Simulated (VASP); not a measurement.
# FeGe (P2_13) in VASP: relaxation of volume and atoms at fixed shape with PBEsol

Aim: the relaxation of volume and atoms at fixed shape of FeGe with PBEsol.

Program: VASP 6.6.1. These are calculated values, not measurements. Logs are shortened: lines on timing, memory, paths and dates and some standing lists are left out, and cuts for length are marked.

### Step 1. The cell of the first run

The structure is cubic, space group P2_13 (No. 198). The conventional cell has a = 4.700 Å, b = 4.700 Å, c = 4.700 Å, α = 90.00°, β = 90.00°, γ = 90.00°. Fe (site symmetry 3) has 7 Ge at 2.39 to 2.64 Å and 6 Fe at 2.88 Å within 3.2 Å. Within 3.2 Å of Ge (site symmetry 3) lie 7 Fe at 2.39 to 2.64 Å and 6 Ge at 2.91 Å.

### Step 2. Relaxation of volume and atoms at fixed shape, PBEsol

File INCAR:

```
  PREC = Accurate
  ENCUT = 600
  EDIFF = 1E-6
  ISMEAR = 0
  SIGMA = 0.05
  LREAL = False
  LASPH = True
  NELM = 60
  ALGO = Normal
  ISIF = 8
  LWAVE = False
  LCHARG = False
  GGA = PS
  IBRION = 2
  NSW = 60
  EDIFFG = -0.01
```

File KPOINTS:

```
Automatic mesh
0
Gamma
  8 8 8
```

File POSCAR:

```
FeGe
1.0
    4.7000000000      0.0000000000      0.0000000000
    0.0000000000      4.7000000000      0.0000000000
    0.0000000000      0.0000000000      4.7000000000
Fe Ge
4 4
Direct
    0.1360000000      0.1360000000      0.1360000000
    0.6360000000      0.3640000000      0.8640000000
    0.8640000000      0.6360000000      0.3640000000
    0.3640000000      0.8640000000      0.6360000000
    0.8430000000      0.8430000000      0.8430000000
    0.3430000000      0.6570000000      0.1570000000
    0.1570000000      0.3430000000      0.6570000000
    0.6570000000      0.1570000000      0.3430000000
```

Potentials or basis: VASP PAW PBE potentials, release 64 (Fe, Ge_d).

On the command line:

```sh
$ cat potpaw_PBE.64/Fe/POTCAR potpaw_PBE.64/Ge_d/POTCAR > POTCAR
$ mpirun -np 1 vasp_std > vasp.out
```

OUTCAR:

```text
PREC = Accurate
   ENCUT = 600
   EDIFF = 1E-6
   ISMEAR = 0
   LREAL = False
   LASPH = True
   NELM = 60
   ISIF = 8
   GGA = PS
   IBRION = 2
   NSW = 60
   EDIFFG = -0.01

 ion  position               nearest neighbor table
   1  0.136  0.136  0.136-   5 2.39   6 2.45   7 2.45   8 2.45   6 2.64   7 2.64   8 2.64   3 2.88
                             4 2.88   2 2.88   4 2.88   3 2.88   2 2.88
   2  0.636  0.364  0.864-   6 2.39   5 2.45   7 2.45   8 2.45   7 2.64   8 2.64   5 2.64   1 2.88
                             3 2.88   3 2.88   4 2.88   4 2.88   1 2.88
   3  0.864  0.636  0.364-   7 2.39   6 2.45   5 2.45   8 2.45   8 2.64   5 2.64   6 2.64   1 2.88
                             2 2.88   2 2.88   1 2.88   4 2.88   4 2.88
   4  0.364  0.864  0.636-   8 2.39   6 2.45   7 2.45   5 2.45   6 2.64   7 2.64   5 2.64   1 2.88
                             1 2.88   2 2.88   2 2.88   3 2.88   3 2.88
   5  0.843  0.843  0.843-   1 2.39   2 2.45   3 2.45   4 2.45   2 2.64   3 2.64   4 2.64   6 2.91
                             7 2.91   8 2.91   8 2.91   7 2.91   6 2.91
   6  0.343  0.657  0.157-   2 2.39   1 2.45   3 2.45   4 2.45   3 2.64   4 2.64   1 2.64   8 2.91
                             5 2.91   7 2.91   7 2.91   8 2.91   5 2.91
   7  0.157  0.343  0.657-   3 2.39   2 2.45   1 2.45   4 2.45   4 2.64   1 2.64   2 2.64   8 2.91
                             5 2.91   6 2.91   5 2.91   6 2.91   8 2.91
   8  0.657  0.157  0.343-   4 2.39   2 2.45   3 2.45   1 2.45   2 2.64   3 2.64   1 2.64   7 2.91
                             5 2.91   5 2.91   6 2.91   6 2.91   7 2.91

  LATTYP: Found a simple cubic cell.
 ALAT       =     4.7000000000

  Lattice vectors:

 A1 = (   4.7000000000,   0.0000000000,   0.0000000000)
 A2 = (   0.0000000000,   4.7000000000,   0.0000000000)
 A3 = (   0.0000000000,   0.0000000000,   4.7000000000)

Analysis of symmetry for initial positions (statically):
=====================================================================
 Subroutine PRICEL returns:
 Original cell was already a primitive cell.

 Routine SETGRP: Setting up the symmetry group for a
 simple cubic supercell.

 Subroutine GETGRP returns: Found 12 space group operations
 (whereof  3 operations were pure point group operations)
 out of a pool of 48 trial point group operations.

The static configuration has the point symmetry C_3 .
 The point group associated with its full space group is T   .

Analysis of symmetry for dynamics (positions and initial velocities):
=====================================================================
 Subroutine PRICEL returns:
 Original cell was already a primitive cell.

 Routine SETGRP: Setting up the symmetry group for a
 simple cubic supercell.

 Subroutine GETGRP returns: Found 12 space group operations
 (whereof  3 operations were pure point group operations)
 out of a pool of 48 trial point group operations.

The dynamic configuration has the point symmetry C_3 .
 The point group associated with its full space group is T   .

 Subroutine INISYM returns: Found 12 space group operations
 (whereof  3 operations are pure point group operations),
 and found     1 'primitive' translations

----------------------------------------------------------------------------------------

                                     Primitive cell

  volume of cell :     103.8230

  direct lattice vectors                    reciprocal lattice vectors
     4.700000000  0.000000000  0.000000000     0.212765957  0.000000000  0.000000000
     0.000000000  4.700000000  0.000000000     0.000000000  0.212765957  0.000000000
     0.000000000  0.000000000  4.700000000     0.000000000  0.000000000  0.212765957

  length of vectors
     4.700000000  4.700000000  4.700000000     0.212765957  0.212765957  0.212765957

  position of ions in fractional coordinates (direct lattice)
     0.136000000  0.136000000  0.136000000
     0.636000000  0.364000000  0.864000000
     0.864000000  0.636000000  0.364000000
     0.364000000  0.864000000  0.636000000
     0.843000000  0.843000000  0.843000000
     0.343000000  0.657000000  0.157000000
     0.157000000  0.343000000  0.657000000
     0.657000000  0.157000000  0.343000000

  ion indices of the primitive-cell ions
   primitive index   ion index
                 1           1
                 2           2
                 3           3
                 4           4
                 5           5
                 6           6
                 7           7
                 8           8

----------------------------------------------------------------------------------------

 KPOINTS: Automatic mesh

Automatic generation of k-mesh.
 Grid dimensions read from file:
 generate k-points for:    8    8    8

 Generating k-lattice:

  Cartesian coordinates                     Fractional coordinates (reciprocal lattice)
     0.026595745  0.000000000  0.000000000     0.125000000  0.000000000  0.000000000
     0.000000000  0.026595745  0.000000000     0.000000000  0.125000000  0.000000000
     0.000000000  0.000000000  0.026595745     0.000000000  0.000000000  0.125000000

  Length of vectors
     0.026595745  0.026595745  0.026595745

  Shift w.r.t. Gamma in fractional coordinates (k-lattice)
     0.000000000  0.000000000  0.000000000

 Subroutine IBZKPT returns following result:
 ===========================================

 Found     45 irreducible k-points:

 Following reciprocal coordinates:
            Coordinates               Weight
  0.000000  0.000000  0.000000      1.000000
  0.125000  0.000000  0.000000      6.000000
  0.250000  0.000000  0.000000      6.000000
  0.375000  0.000000  0.000000      6.000000
  0.500000  0.000000  0.000000      3.000000
  0.125000  0.125000  0.000000     12.000000
[... 16 lines left out ...]
  0.250000  0.125000  0.125000     24.000000
  0.375000  0.125000  0.125000     24.000000
 [... further k-points ...]
   k-points           NKPTS =     45   k-points in BZ     NKDIM =     45   number of bands    NBANDS=     52
   number of dos      NEDOS =    301   number of ions     NIONS =      8
   total plane-waves  NPLWV =  64000
   dimension x,y,z NGX =    40 NGY =   40 NGZ =   40
   dimension x,y,z NGXF=    80 NGYF=   80 NGZF=   80
   ions per type =               4   4
   NGX,Y,Z   is equivalent  to a cutoff of  14.15, 14.15, 14.15 a.u.
   NGXF,Y,Z  is equivalent  to a cutoff of  28.30, 28.30, 28.30 a.u.
 SYSTEM =  unknown system
   PREC   = accura    normal or accurate (medium, high low for compatibility)
   ISTART =      0    job   : 0-new  1-cont  2-samecut
   ICHARG =      2    charge: 1-file 2-atom 10-const
   ISPIN  =      1    spin polarized calculation?
   LNONCOLLINEAR =      F non collinear calculations
   LSORBIT =      F    spin-orbit coupling
   LASPH  =      T    aspherical Exc in radial PAW
   ENCUT  =  600.0 eV  44.10 Ry    6.64 a.u.   9.39  9.39  9.39*2*pi/ulx,y,z
   NELM   =     60;   NELMIN=  2; NELMDL= -5     # of ELM steps
   EDIFF  = 0.1E-05   stopping-criterion for ELM
   LREAL  =      F    real-space projection
   EDIFFG = -.1E-01   stopping-criterion for IOM
   NSW    =     60    number of steps for IOM
   IBRION =      2    ionic relax: 0-MD 1-quasi-New 2-CG
   NFREE  =      1    steps in history (QN), initial steepest desc. (CG)
   ISIF   =      8    stress and relaxation
   ISYM   =      2    0-nonsym 1-usesym 2-fastsym
   POTIM  = 0.5000    time-step for ionic-motion
   TEBEG  =    0.0;   TEEND  =   0.0 temperature during run
   PSTRESS=    0.0 pullay stress
   NELECT =      88.0000    total number of electrons
   NUPDOWN=      -1.0000    fix difference up-down
   EMIN   =  10.00;   EMAX   =-10.00  energy-range for DOS
   EFERMI =   0.00;   METHOD = LEGACY
   ISMEAR =     0;   SIGMA  =   0.05  broadening in eV -4-tet -1-fermi 0-gaus
   EFERMI_NEDOS =   21; number of points for ismear=-14 and -15
   IALGO  =     38    algorithm
   IMIX   =      4    mixing-type and parameters
     AMIX     =   0.40;   BMIX     =  1.00
     AMIX_MAG =   1.60;   BMIX_MAG =  1.00
  volume/ion in A,a.u.               =      12.98        87.58
  Fermi-wavevector in a.u.,A,eV,Ry     =   1.549308  2.927768 32.658831  2.400356
  Thomas-Fermi vector in A             =   2.654134
   LORBIT       =      0    0 simple, 1 ext, 2 COOP (PROOUT), +10 PAW based schemes
   GGA     = PS    functional components
   LHFCALC =     F    Hartree Fock is set to
   AEXX    =    0.0000 exact exchange contribution
   IVDW    =     0    specifies the selected vdW correction
   LEPSILON=     F    determine dielectric tensor
   LRPA    =     F    only Hartree local field effects (RPA)
 conjugate gradient relaxation of ions
 non-spin polarized calculation
 Gauss-broadening in eV      SIGMA  =   0.05
  energy-cutoff  :      600.00
  volume of cell :      103.82
 maximum number of plane-waves:      3495
 NGX is ok and might be reduce to    40
   NGX = 19   NGY = 19   NGZ = 19

--------------------------------------- Ionic step        1  -------------------------------------------

 number of electron      88.0000053 magnetization

 Free energy of the ion-electron system (eV)
  ---------------------------------------------------
  ext. energy  EPLUGINS =         0.00000000
  ---------------------------------------------------
  free energy    TOTEN  =       -56.54866724 eV

  energy without entropy =      -56.54071545  energy(sigma->0) =      -56.54469134

------------------------ aborting loop because EDIFF is reached ----------------------------------------

  FORCE on cell =-STRESS in cart. coord.  units (eV):
  Direction    XX          YY          ZZ          XY          YZ          ZX
  --------------------------------------------------------------------------------------
  -------------------------------------------------------------------------------------
  Total       -9.0499079     -9.0499079     -9.0499079     -0.0000000     -0.0000000     -0.0000000
  in kB     -139.6565049   -139.6565049   -139.6565049     -0.0000000     -0.0000000     -0.0000000
  external PRESSURE =    -139.6565049 kB  Pullay stress =       0.0000000 kB
[... 107 lines left out ...]
  FREE ENERGIE OF THE ION-ELECTRON SYSTEM (eV)
  ---------------------------------------------------
  free  energy   TOTEN  =       -56.9404524500 eV

  energy  without entropy=      -56.9355776548  energy(sigma->0) =      -56.93801505

[... ionic steps 4 to 9 ...]

--------------------------------------- Ionic step       10  -------------------------------------------

 number of electron      88.0000038 magnetization

------------------------ aborting loop because EDIFF is reached ----------------------------------------
[... 79 lines left out ...]
--------------------------------------- Ionic step       12  -------------------------------------------

 number of electron      88.0000041 magnetization

 Free energy of the ion-electron system (eV)
  ---------------------------------------------------
  ext. energy  EPLUGINS =         0.00000000
  ---------------------------------------------------
  free energy    TOTEN  =       -56.95738536 eV

  energy without entropy =      -56.95409647  energy(sigma->0) =      -56.95574092

 E-fermi :   8.5542     XC(G=0): -13.4244

 val. band max:        8.5000551065   @ k =   0.2500   0.1250   0.1250
 cond. band min:       8.6071894910   @ k =   0.2500   0.2500   0.0000
 fundamental gap:      0.1071343845
 Fermi energy:         8.5541592694

 k-point     1 :       0.0000    0.0000    0.0000
  band No.  band energies     occupation
      1     -15.9563      2.00000
      2     -15.9563      2.00000
      3     -15.9563      2.00000
      4     -15.9141      2.00000
      5     -15.9141      2.00000
      6     -15.9141      2.00000
[... 1309 lines left out ...]
     51      11.6077      0.00000
     52      12.0823      0.00000

 [... further k-points ...]
[... 5 lines left out ...]
  --------------------------------------------------------------------------------------
  -------------------------------------------------------------------------------------
  Total       -0.0478889     -0.0478889     -0.0478889      0.0000000      0.0000000      0.0000000
  in kB       -0.7978058     -0.7978058     -0.7978058      0.0000000      0.0000000      0.0000000
  external PRESSURE =      -0.7978058 kB  Pullay stress =       0.0000000 kB
[... 23 lines left out ...]
  FREE ENERGIE OF THE ION-ELECTRON SYSTEM (eV)
  ---------------------------------------------------
  free  energy   TOTEN  =       -56.9573853633 eV

  energy  without entropy=      -56.9540964691  energy(sigma->0) =      -56.95574092

 reached required accuracy - stopping structural energy minimisation
```

It took 17 min on 1 thread of Intel Xeon 6975P-C (Granite Rapids), shared host; peak memory 0.4 GiB.

What came out:

| Quantity | Value |
| --- | --- |
| Free energy | -56.9574 eV |
| Relaxed volume | 12.02 Å³/atom |
| Relaxed cell | a = 4.582 Å, b = 4.582 Å, c = 4.582 Å, α = 90.00°, β = 90.00°, γ = 90.00° |
| Space group after relaxing (to 0.1 Å) | P2_13 (No. 198) |
| Energy gained by relaxing | 51.1 meV/atom |
| Ionic steps | 12 |
| Pressure after relaxing | -0.1 GPa |
| Largest force after relaxing | 0.005 eV/Å |
| Band gap on the k mesh | 0.11 eV (least direct gap 0.13 eV) |

Forces on the atoms (eV/Å):
```
Fe  -0.003 -0.003 -0.003
Fe  -0.003  0.003  0.003
Fe   0.003 -0.003  0.003
Fe   0.003  0.003 -0.003
Ge  -0.001 -0.001 -0.001
Ge  -0.001  0.001  0.001
Ge   0.001 -0.001  0.001
Ge   0.001  0.001 -0.001
```

The path:
| step | energy change (eV) | largest force (eV/Å) | pressure (GPa) | volume (Å³) |
| --- | --- | --- | --- | --- |
| 1 | 0.0000 | 0.4978 | -13.97 | 103.82 |
| 2 | 0.1677 | 0.5320 | 23.87 | 87.74 |
| 3 | -0.3918 | 0.3486 | 0.01 | 95.97 |
| 4 | -0.3920 | 0.3427 | 0.34 | 95.82 |
| 5 | -0.4061 | 0.1197 | 0.26 | 95.91 |
| 6 | -0.4081 | 0.0458 | 0.21 | 95.96 |
| 7 | -0.4085 | 0.0337 | -0.14 | 96.18 |
| 8 | -0.4085 | 0.0302 | -0.29 | 96.24 |
| 9 | -0.4085 | 0.0321 | -0.12 | 96.21 |
| 10 | -0.4085 | 0.0311 | -0.34 | 96.23 |
| 11 | -0.4085 | 0.0317 | -0.22 | 96.22 |
| 12 | -0.4087 | 0.0053 | -0.08 | 96.17 |

Final structure:
```
Fe Ge
1.0
     4.58159    0.00000    0.00000
     0.00000    4.58159    0.00000
     0.00000    0.00000    4.58159
Fe Ge
4 4
Direct
  0.13457 0.13457 0.13457
  0.63457 0.36543 0.86543
  0.86543 0.63457 0.36543
  0.36543 0.86543 0.63457
  0.83864 0.83864 0.83864
  0.33864 0.66136 0.16136
  0.16136 0.33864 0.66136
  0.66136 0.16136 0.33864
```

Levels at points of the mesh, in eV from the valence-band top:
```tsv
k point	band 42	band 43	band 44	band 45	band 46	band 47
(0.00, 0.00, 0.00)	-0.22	-0.04	-0.04	0.49	0.49	0.49
(0.50, 0.00, 0.00)	-0.32	-0.01	-0.01	0.15	0.15	1.57
(0.50, 0.50, 0.00)	-0.91	-0.30	-0.30	0.55	0.55	1.00
(0.50, 0.50, 0.50)	-0.52	-0.52	-0.52	0.36	0.36	0.36
```

Caveat: the PAW data sets were made with another functional, which shifts forces and pressure a little. Spin polarisation is off, so any magnetic state and its effect on volume and gap are missing.
